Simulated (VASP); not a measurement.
# VN2 (I4/mcm) in VASP: a series of runs

The runs below take VN2 through single point, with r2SCAN.

Everything below comes from runs of VASP 6.6.1. Logs are shortened: lines on timing, memory, paths and dates and some standing lists are left out, and cuts for length are marked.

## 1. The cell of the first run

The structure is tetragonal, space group I4/mcm (No. 140). The conventional cell has a = 4.293 Å, b = 4.293 Å, c = 4.914 Å, α = 90.00°, β = 90.00°, γ = 90.00°. V (site symmetry 422) has 8 N at 2.12 Å and 2 V at 2.46 Å within 2.8 Å. Within 1.9 Å of N (site symmetry m2m) lie 1 N at 1.39 Å.

## 2. Single point, r2SCAN

Contents of POSCAR:

```
VN2
1.0
   -2.1464680937      2.1464680937      2.4568923196
    2.1464680937     -2.1464680937      2.4568923196
    2.1464680937      2.1464680937     -2.4568923196
V N
2 4
Direct
    0.2500000000      0.2500000000      0.0000000000
    0.7500000000      0.7500000000      0.0000000000
    0.1140815398      0.6140815398      0.7281630797
    0.6140815398      0.8859184602      0.5000000000
    0.8859184602      0.3859184602      0.2718369203
    0.3859184602      0.1140815398      0.5000000000
```

Contents of INCAR.step1:

```
SYSTEM = VN2
PREC = Accurate
ENCUT = 520
ISMEAR = 0
SIGMA = 0.1
LREAL = .False.
LASPH = .True.
NELM = 100
NBANDS = 32
GGA = PE
ALGO = Normal
EDIFF = 1E-4
LWAVE = .True.
LCHARG = .False.
```

Contents of INCAR.step2:

```
SYSTEM = VN2
PREC = Accurate
ENCUT = 520
EDIFF = 1E-7
ISMEAR = 0
SIGMA = 0.1
LREAL = .False.
LASPH = .True.
NELM = 100
ALGO = Normal
ISIF = 2
LWAVE = .False.
LCHARG = .False.
METAGGA = R2SCAN
LMIXTAU = .True.
NBANDS = 32
ISTART = 1
```

Contents of KPOINTS:

```
regular mesh
0
Gamma
  12 12 12
  0 0 0
```

Potentials or basis: VASP PAW PBE potentials, release 64 (V_sv, N).

The run is started by

```sh
$ cat potpaw_PBE.64/V_sv/POTCAR potpaw_PBE.64/N/POTCAR > POTCAR
$ cp INCAR.step1 INCAR
$ mpirun -np 1 vasp_std > vasp.out
$ cp INCAR.step2 INCAR
$ mpirun -np 1 vasp_std > vasp.out
```

OUTCAR:

```text
SYSTEM = VN2
   PREC = Accurate
   ENCUT = 520
   EDIFF = 1E-7
   ISMEAR = 0
   LREAL = .False.
   LASPH = .True.
   NELM = 100
   ISIF = 2
   METAGGA = R2SCAN
   ISTART = 1

 ion  position               nearest neighbor table
   1  0.250  0.250  0.000-   3 2.12   5 2.12   4 2.12   6 2.12   6 2.12   4 2.12   3 2.12   5 2.12
                             2 2.46   2 2.46
   2  0.750  0.750  0.000-   3 2.12   5 2.12   4 2.12   6 2.12   4 2.12   6 2.12   5 2.12   3 2.12
                             1 2.46   1 2.46
   3  0.114  0.614  0.728-   5 1.39   2 2.12   1 2.12   1 2.12   2 2.12
   4  0.614  0.886  0.500-   6 1.39   2 2.12   1 2.12   2 2.12   1 2.12
   5  0.886  0.386  0.272-   3 1.39   2 2.12   1 2.12   2 2.12   1 2.12
   6  0.386  0.114  0.500-   4 1.39   1 2.12   2 2.12   1 2.12   2 2.12

  LATTYP: Found a body centered tetragonal cell.
 ALAT       =     4.2929361874
 C/A-ratio  =     1.1446209365

  Lattice vectors:

 A1 = (  -2.1464680937,   2.1464680937,   2.4568923196)
 A2 = (   2.1464680937,  -2.1464680937,   2.4568923196)
 A3 = (   2.1464680937,   2.1464680937,  -2.4568923196)

Analysis of symmetry for initial positions (statically):
=====================================================================
 Subroutine PRICEL returns:
 Original cell was already a primitive cell.

 Routine SETGRP: Setting up the symmetry group for a
 body centered tetragonal supercell.

 Subroutine GETGRP returns: Found 16 space group operations
 (whereof  8 operations were pure point group operations)
 out of a pool of 16 trial point group operations.

The static configuration has the point symmetry C_4h.
 The point group associated with its full space group is D_4h.

Analysis of symmetry for dynamics (positions and initial velocities):
=====================================================================
 Subroutine PRICEL returns:
 Original cell was already a primitive cell.

 Routine SETGRP: Setting up the symmetry group for a
 body centered tetragonal supercell.

 Subroutine GETGRP returns: Found 16 space group operations
 (whereof  8 operations were pure point group operations)
 out of a pool of 16 trial point group operations.

The dynamic configuration has the point symmetry C_4h.
 The point group associated with its full space group is D_4h.

 Subroutine INISYM returns: Found 16 space group operations
 (whereof  8 operations are pure point group operations),
 and found     1 'primitive' translations

----------------------------------------------------------------------------------------

                                     Primitive cell

  volume of cell :      45.2788

  direct lattice vectors                    reciprocal lattice vectors
    -2.146468094  2.146468094  2.456892320     0.000000000  0.232940802  0.203509122
     2.146468094 -2.146468094  2.456892320     0.232940802  0.000000000  0.203509122
     2.146468094  2.146468094 -2.456892320     0.232940802  0.232940802  0.000000000

  length of vectors
     3.905249086  3.905249086  3.905249086     0.309317604  0.309317604  0.329428042

  position of ions in fractional coordinates (direct lattice)
     0.250000000  0.250000000  0.000000000
     0.750000000  0.750000000  0.000000000
     0.114081540  0.614081540  0.728163080
     0.614081540  0.885918460  0.500000000
     0.885918460  0.385918460  0.271836920
     0.385918460  0.114081540  0.500000000

  ion indices of the primitive-cell ions
   primitive index   ion index
                 1           1
                 2           2
                 3           3
                 4           4
                 5           5
                 6           6

----------------------------------------------------------------------------------------

 KPOINTS: regular mesh

Automatic generation of k-mesh.
 Grid dimensions read from file:
 generate k-points for:   12   12   12

 Generating k-lattice:

  Cartesian coordinates                     Fractional coordinates (reciprocal lattice)
     0.000000000  0.019411734  0.016959094     0.083333333  0.000000000  0.000000000
     0.019411734  0.000000000  0.016959094     0.000000000  0.083333333  0.000000000
     0.019411734  0.019411734  0.000000000     0.000000000  0.000000000  0.083333333

  Length of vectors
     0.025776467  0.025776467  0.027452337

  Shift w.r.t. Gamma in fractional coordinates (k-lattice)
     0.000000000  0.000000000  0.000000000

 Subroutine IBZKPT returns following result:
 ===========================================

 Found    163 irreducible k-points:

 Following reciprocal coordinates:
            Coordinates               Weight
  0.000000  0.000000  0.000000      1.000000
  0.083333  0.000000 -0.000000      8.000000
  0.166667  0.000000  0.000000      8.000000
  0.250000  0.000000 -0.000000      8.000000
  0.333333  0.000000  0.000000      8.000000
  0.416667  0.000000 -0.000000      8.000000
[... 16 lines left out ...]
  0.500000  0.166667  0.000000     16.000000
 -0.416667  0.166667  0.000000     16.000000
 [... further k-points ...]
   k-points           NKPTS =    163   k-points in BZ     NKDIM =    163   number of bands    NBANDS=     32
   number of dos      NEDOS =    301   number of ions     NIONS =      6
   total plane-waves  NPLWV =  27000
   dimension x,y,z NGX =    30 NGY =   30 NGZ =   30
   dimension x,y,z NGXF=    60 NGYF=   60 NGZF=   60
   ions per type =               2   4
   NGX,Y,Z   is equivalent  to a cutoff of  12.77, 12.77, 12.77 a.u.
   NGXF,Y,Z  is equivalent  to a cutoff of  25.54, 25.54, 25.54 a.u.
 SYSTEM =  VN2
   PREC   = accura    normal or accurate (medium, high low for compatibility)
   ISTART =      1    job   : 0-new  1-cont  2-samecut
   ICHARG =      0    charge: 1-file 2-atom 10-const
   ISPIN  =      1    spin polarized calculation?
   LNONCOLLINEAR =      F non collinear calculations
   LSORBIT =      F    spin-orbit coupling
   LASPH  =      T    aspherical Exc in radial PAW
   ENCUT  =  520.0 eV  38.22 Ry    6.18 a.u.   7.26  7.26  7.26*2*pi/ulx,y,z
   NELM   =    100;   NELMIN=  2; NELMDL=  0     # of ELM steps
   EDIFF  = 0.1E-06   stopping-criterion for ELM
   LREAL  =      F    real-space projection
   EDIFFG = 0.1E-05   stopping-criterion for IOM
   NSW    =      0    number of steps for IOM
   IBRION =     -1    ionic relax: 0-MD 1-quasi-New 2-CG
   NFREE  =      0    steps in history (QN), initial steepest desc. (CG)
   ISIF   =      2    stress and relaxation
   ISYM   =      2    0-nonsym 1-usesym 2-fastsym
   POTIM  = 0.5000    time-step for ionic-motion
   TEBEG  =    0.0;   TEEND  =   0.0 temperature during run
   PSTRESS=    0.0 pullay stress
   NELECT =      46.0000    total number of electrons
   NUPDOWN=      -1.0000    fix difference up-down
   EMIN   =  10.00;   EMAX   =-10.00  energy-range for DOS
   EFERMI =   0.00;   METHOD = LEGACY
   ISMEAR =     0;   SIGMA  =   0.10  broadening in eV -4-tet -1-fermi 0-gaus
   EFERMI_NEDOS =   21; number of points for ismear=-14 and -15
   IALGO  =     38    algorithm
   IMIX   =      4    mixing-type and parameters
     AMIX     =   0.40;   BMIX     =  1.00
     AMIX_MAG =   1.60;   BMIX_MAG =  1.00
  volume/ion in A,a.u.               =       7.55        50.93
  Fermi-wavevector in a.u.,A,eV,Ry     =   1.645745  3.110006 36.851045  2.708475
  Thomas-Fermi vector in A             =   2.735490
   LORBIT       =      0    0 simple, 1 ext, 2 COOP (PROOUT), +10 PAW based schemes
   METAGGA = R2SCAN    functional components
   LHFCALC =     F    Hartree Fock is set to
   AEXX    =    0.0000 exact exchange contribution
   IVDW    =     0    specifies the selected vdW correction
   LEPSILON=     F    determine dielectric tensor
   LRPA    =     F    only Hartree local field effects (RPA)
 non-spin polarized calculation
 Gauss-broadening in eV      SIGMA  =   0.10
  energy-cutoff  :      520.00
  volume of cell :       45.28
 maximum number of plane-waves:      1244
 NGX is ok and might be reduce to    30
   NGX = 15   NGY = 15   NGZ = 15

 number of electron      46.0000004 magnetization

 Free energy of the ion-electron system (eV)
  ---------------------------------------------------
  ext. energy  EPLUGINS =         0.00000000
  ---------------------------------------------------
  free energy    TOTEN  =       -67.81745182 eV

  energy without entropy =      -67.80869051  energy(sigma->0) =      -67.81307116

 E-fermi :  11.7325     XC(G=0): -14.7422

 val. band max:       11.7286670882   @ k =  -0.4167   0.4167   0.0000
 cond. band min:      11.7415239160   @ k =  -0.4167   0.4167   0.3333
 fundamental gap:      0.0128568278
 Fermi energy:        11.7325397000

 k-point     1 :       0.0000    0.0000    0.0000
  band No.  band energies     occupation
      1     -56.6019      2.00000
      2     -56.4152      2.00000
      3     -29.6128      2.00000
      4     -29.3282      2.00000
      5     -29.3282      2.00000
      6     -29.3223      2.00000
[... 24 lines left out ...]
     31      14.1150      0.00000
     32      16.4763      0.00000

 k-point     2 :       0.0833    0.0000   -0.0000
  band No.  band energies     occupation
      1     -56.5987      2.00000
      2     -56.4184      2.00000
      3     -29.5975      2.00000
      4     -29.3295      2.00000
      5     -29.3288      2.00000
      6     -29.3232      2.00000
[... 24 lines left out ...]
     31      14.2844      0.00000
     32      16.3603      0.00000

 k-point     3 :       0.1667    0.0000    0.0000
  band No.  band energies     occupation
      1     -56.5892      2.00000
      2     -56.4276      2.00000
      3     -29.5524      2.00000
      4     -29.3327      2.00000
      5     -29.3302      2.00000
      6     -29.3260      2.00000
[... 24 lines left out ...]
     31      14.5912      0.00000
     32      16.0315      0.00000

 k-point     4 :       0.2500    0.0000   -0.0000
  band No.  band energies     occupation
      1     -56.5743      2.00000
      2     -56.4423      2.00000
      3     -29.4802      2.00000
      4     -29.3369      2.00000
      5     -29.3321      2.00000
      6     -29.3299      2.00000
[... 654 lines left out ...]
     31      14.7629      0.00000
     32      15.6519      0.00000

 k-point    23 :       0.5000    0.1667    0.0000
  band No.  band energies     occupation
      1     -56.5473      2.00000
      2     -56.4683      2.00000
      3     -29.4301      2.00000
      4     -29.4023      2.00000
      5     -29.3436      2.00000
      6     -29.3258      2.00000
[... 24 lines left out ...]
     31      14.8062      0.00000
     32      15.7228      0.00000

 k-point    24 :      -0.4167    0.1667    0.0000
  band No.  band energies     occupation
      1     -56.5669      2.00000
      2     -56.4488      2.00000
      3     -29.4976      2.00000
      4     -29.4275      2.00000
      5     -29.3401      2.00000
      6     -29.3240      2.00000
[... 24 lines left out ...]
     31      14.9313      0.00000
     32      15.6983      0.00000

 [... further k-points ...]
[... 5 lines left out ...]
  --------------------------------------------------------------------------------------
  -------------------------------------------------------------------------------------
  Total        0.4742513      0.4742513      0.3438335      0.0000000      0.0000000     -0.0000000
  in kB       16.7812430     16.7812430     12.1664483      0.0000000      0.0000000     -0.0000000
  external PRESSURE =      15.2429781 kB  Pullay stress =       0.0000000 kB

 VOLUME and BASIS-vectors are now :
 -----------------------------------------------------------------------------
  energy-cutoff  :      520.00
  volume of cell :       45.28
      direct lattice vectors                 reciprocal lattice vectors
    -2.146468094  2.146468094  2.456892320     0.000000000  0.232940802  0.203509122
     2.146468094 -2.146468094  2.456892320     0.232940802  0.000000000  0.203509122
     2.146468094  2.146468094 -2.456892320     0.232940802  0.232940802  0.000000000

 POSITION                                       TOTAL-FORCE (eV/Angst)
 -----------------------------------------------------------------------------------
      0.00000      0.00000      1.22845        -0.000000      0.000000      0.000000
      0.00000      0.00000      3.68534        -0.000000      0.000000      0.000000
      2.63621      0.48974     -0.00000         0.054025      0.054025     -0.000000
      1.65672      0.48974      2.45689        -0.054025      0.054025      0.000000
     -0.48974      1.65672      2.45689        -0.054025     -0.054025      0.000000
      0.48974      1.65672      0.00000         0.054025     -0.054025     -0.000000
 -----------------------------------------------------------------------------------
    total drift:                                0.000000     -0.000000      0.000000

  FREE ENERGIE OF THE ION-ELECTRON SYSTEM (eV)
  ---------------------------------------------------
  free  energy   TOTEN  =       -67.8174518182 eV

  energy  without entropy=      -67.8086905075  energy(sigma->0) =      -67.81307116
```

It took 8 min on 1 thread of Intel Xeon 6975P-C (Granite Rapids), shared host; peak memory 0.3 GiB.

Results:

```yaml
Free_energy: -67.8175 eV
Pressure: 1.5 GPa
Largest_force: 0.076 eV/Å
Band_gap_on_the_k_mesh: zero (band 23 reaches 11.95 eV, above the bottom of band 24 at 11.48 eV)
```

Forces on the atoms (eV/Å):
```
V    0.000  0.000  0.000
V    0.000  0.000  0.000
N    0.054  0.054  0.000
N   -0.054  0.054  0.000
N   -0.054 -0.054  0.000
N    0.054 -0.054  0.000
```

Levels at points of the mesh, in eV from the Fermi level:
```csv
k point,band 19,band 20,band 21,band 22,band 23,band 24,band 25,band 26,band 27,band 28
"(0.00, 0.00, 0.00)",-3.44,-3.16,-2.97,-2.76,-2.76,0.83,1.15,1.15,1.52,1.94
"(0.50, 0.00, 0.00)",-3.63,-3.63,-3.33,-3.33,0.08,0.08,0.84,0.84,1.17,1.17
"(0.50, 0.50, 0.00)",-5.20,-4.85,-3.01,-2.81,-1.52,0.04,1.01,1.17,1.94,2.37
"(0.50, 0.50, 0.50)",-4.99,-2.18,-2.18,-0.38,-0.35,-0.05,0.01,0.05,2.05,2.08
```

Caveat: the PAW data sets were made with another functional, which shifts forces and pressure a little; the run has no spin polarisation, though such a crystal can be magnetic. With open d or f shells a metallic result of r2SCAN can be an artefact of self-interaction; +U or a hybrid may open a gap.

## 3. Single point, r2SCAN

POSCAR is that of step 2.

Contents of INCAR.step1:

```
ALGO = Normal ; EDIFF = 1E-4
ENCUT = 520 ; GGA = PE
ISMEAR = 0 ; LASPH = T
LCHARG = F ; LREAL = F
LWAVE = T ; NBANDS = 32
NELM = 100 ; PREC = Accurate
SIGMA = 0.1
```

Contents of INCAR.step2:

```
ALGO = Normal ; EDIFF = 1E-6
ENCUT = 520 ; ISIF = 2
ISMEAR = 0 ; ISTART = 1
LASPH = T ; LCHARG = F
LMIXTAU = T ; LREAL = F
LWAVE = F ; METAGGA = R2SCAN
NBANDS = 32 ; NELM = 100
PREC = Accurate ; SIGMA = 0.1
```

Contents of KPOINTS:

```
k-points
0
Gamma
  12 12 12
```

Potentials or basis: VASP PAW PBE potentials, release 64 (V_sv, N).

The run is started by

```sh
$ cat potpaw_PBE.64/V_sv/POTCAR potpaw_PBE.64/N/POTCAR > POTCAR
$ cp INCAR.step1 INCAR
$ mpirun -np 1 vasp_std > vasp.out
$ cp INCAR.step2 INCAR
$ mpirun -np 1 vasp_std > vasp.out
```

Wall time 7.5 min (1 thread of Intel Xeon 6975P-C (Granite Rapids), shared host); peak memory 0.3 GiB.

Results (log left out):

| Quantity | Value |
| --- | --- |
| Free energy | -67.8175 eV |
| Pressure | 1.5 GPa |
| Largest force | 0.076 eV/Å |
| Band gap on the k mesh | zero (band 23 reaches 11.95 eV, above the bottom of band 24 at 11.48 eV) |

Forces on the atoms (eV/Å):
```
V    0.000  0.000  0.000
V    0.000  0.000  0.000
N    0.054  0.054  0.000
N   -0.054  0.054  0.000
N   -0.054 -0.054  0.000
N    0.054 -0.054  0.000
```

Stress tensor (GPa, compression positive):
```
1.68 0.00 0.00
0.00 1.68 0.00
0.00 0.00 1.22
```

Levels at points of the mesh, in eV from the Fermi level:
| k point | band 19 | band 20 | band 21 | band 22 | band 23 | band 24 | band 25 | band 26 | band 27 | band 28 |
| --- | --- | --- | --- | --- | --- | --- | --- | --- | --- | --- |
| (0.00, 0.00, 0.00) | -3.44 | -3.16 | -2.97 | -2.76 | -2.76 | 0.83 | 1.15 | 1.15 | 1.52 | 1.94 |
| (0.50, 0.00, 0.00) | -3.63 | -3.63 | -3.33 | -3.33 | 0.08 | 0.08 | 0.84 | 0.84 | 1.17 | 1.17 |
| (0.50, 0.50, 0.00) | -5.20 | -4.85 | -3.01 | -2.81 | -1.52 | 0.04 | 1.01 | 1.17 | 1.94 | 2.37 |
| (0.50, 0.50, 0.50) | -4.99 | -2.18 | -2.18 | -0.38 | -0.35 | -0.05 | 0.01 | 0.05 | 2.05 | 2.08 |

Caveat: the PAW data sets were made with another functional, which shifts forces and pressure a little; the run has no spin polarisation, though such a crystal can be magnetic. With open d or f shells a metallic result of r2SCAN can be an artefact of self-interaction; +U or a hybrid may open a gap.

## 4. Single point, r2SCAN (volume scaled by 1.03, then relaxed in part)

Contents of POSCAR:

```
VN2
1.0
   -2.1660837508      2.1660837508      2.4849733359
    2.1660837508     -2.1660837508      2.4849733359
    2.1660837508      2.1660837508     -2.4849733359
V N
2 4
Direct
    0.2500000000      0.2500000000      0.0000000000
    0.7500000000      0.7500000000      0.0000000000
    0.1133552140      0.6133552140      0.7267104279
    0.6133552140      0.8866447860      0.5000000000
    0.8866447860      0.3866447860      0.2732895721
    0.3866447860      0.1133552140      0.5000000000
```

Contents of INCAR.step1:

```
PREC = Accurate
ENCUT = 520
ISMEAR = 0
SIGMA = 0.1
LREAL = False
LASPH = True
NELM = 100
NBANDS = 32
GGA = PE
ALGO = Normal
EDIFF = 1E-4
LWAVE = True
LCHARG = False
```

Contents of INCAR.step2:

```
PREC = Accurate
ENCUT = 520
EDIFF = 1E-6
ISMEAR = 0
SIGMA = 0.1
LREAL = False
LASPH = True
NELM = 100
ALGO = Normal
ISIF = 2
LWAVE = False
LCHARG = False
METAGGA = R2SCAN
LMIXTAU = True
NBANDS = 32
ISTART = 1
```

Contents of KPOINTS:

```
regular mesh
0
Gamma
  12 12 12
```

The run is started by

```sh
$ cat potpaw_PBE.64/V_sv/POTCAR potpaw_PBE.64/N/POTCAR > POTCAR
$ cp INCAR.step1 INCAR
$ mpirun -np 1 vasp_std > vasp.out
$ cp INCAR.step2 INCAR
$ mpirun -np 1 vasp_std > vasp.out
```

Run time: 7.7 min. Hardware: 1 thread of Intel Xeon 6975P-C (Granite Rapids), shared host; peak memory 0.31 GiB.

It converged, with:

```
Free energy            : -67.7899 eV
Pressure               : -8.0 GPa
Largest force          : 0.078 eV/Å
Band gap on the k mesh : zero (band 23 reaches 11.44 eV, above the bottom of band 24 at 11.02 eV)
```

Forces in eV/Å, atoms in the order of the input:
```
V    0.000  0.000  0.000
V    0.000  0.000  0.000
N    0.055  0.055  0.000
N   -0.055  0.055  0.000
N   -0.055 -0.055  0.000
N    0.055 -0.055  0.000
```

Stress tensor (GPa, compression positive):
```
-7.88  0.00  0.00
 0.00 -7.88  0.00
 0.00  0.00 -8.35
```

Levels at points of the mesh, in eV from the Fermi level:
```
           k point  band 20  band 21  band 22  band 23  band 24  band 25  band 26  band 27
(0.00, 0.00, 0.00)    -3.02    -2.83    -2.63    -2.63     0.80     1.12     1.12     1.40
(0.50, 0.00, 0.00)    -3.48    -3.17    -3.17     0.08     0.08     0.80     0.80     1.10
(0.50, 0.50, 0.00)    -4.74    -2.87    -2.70    -1.42     0.03     0.98     1.12     1.82
(0.50, 0.50, 0.50)    -2.07    -2.07    -0.34    -0.29    -0.04    -0.01     0.00     1.97
```

Caveat: the PAW data sets were made with another functional, which shifts forces and pressure a little; the run has no spin polarisation, though such a crystal can be magnetic.
